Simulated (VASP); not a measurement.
Input of a VASP 6.6.1 run:

INCAR

```
PREC = Accurate ; ENCUT = 520
EDIFF = 1E-6 ; ISMEAR = 0
SIGMA = 0.05 ; LREAL = F
LASPH = T ; NELM = 60
ALGO = Normal ; ISIF = 2
LWAVE = F ; LCHARG = F
GGA = PE ; NBANDS = 16
```

The input KPOINTS:

```
regular mesh
0
Gamma
  9 9 6
```

POSCAR

```
MgO
1.0
    3.2447370978      0.0000000000      0.0000000000
   -1.6223685489      2.8100247553      0.0000000000
    0.0000000000      0.0000000000      5.3466777897
Mg O
2 2
Direct
    0.3333333333      0.6666666667      0.0258441501
    0.6666666667      0.3333333333      0.5258441501
    0.3333333333      0.6666666667      0.3982811987
    0.6666666667      0.3333333333      0.8982811987
```

Potentials or basis: VASP PAW PBE potentials, release 64 (Mg, O).

The run is started by

```sh
$ cat potpaw_PBE.64/Mg/POTCAR potpaw_PBE.64/O/POTCAR > POTCAR
$ mpirun -np 1 vasp_std > vasp.out
```

(1) Estimate the largest force.

(2) Estimate the band gap on the k mesh.

## Answers

(1) 0.180 eV/Å.

(2) 3.56 eV, direct.
